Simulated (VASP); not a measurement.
Here is a VASP 6.6.1 calculation.

Contents of INCAR:

```
  ALGO = Normal
  EDIFF = 1E-6
  ENCUT = 520
  GGA = PE
  ISIF = 2
  ISMEAR = -1
  LASPH = True
  LCHARG = False
  LREAL = False
  LWAVE = False
  NBANDS = 19
  NELM = 100
  PREC = Accurate
  SIGMA = 0.08
```

The input KPOINTS:

```
k-points
0
Gamma
  13 13 7
```

Contents of POSCAR:

```
Zr
1.0
    3.2048372894      0.0000000000      0.0000000000
   -1.6024186447      2.7754705076      0.0000000000
    0.0000000000      0.0000000000      5.1037458542
Zr
2
Direct
    0.3333333333      0.6666666667      0.2500000000
    0.6666666667      0.3333333333      0.7500000000
```

Potentials or basis: VASP PAW PBE potentials, release 64 (Zr_sv).

Command:

```sh
$ cat potpaw_PBE.64/Zr_sv/POTCAR > POTCAR
$ mpirun -np 1 vasp_std > vasp.out
```

Question: What does it give for the band gap on the k mesh?

Answer: Zero (band 12 reaches 10.19 eV, above the bottom of band 13 at 9.06 eV).

Question: Estimate the pressure.

Answer: 3.0 GPa.

Stress tensor (GPa, compression positive):
```
2.72 0.00 0.00
0.00 2.72 0.00
0.00 0.00 3.61
```
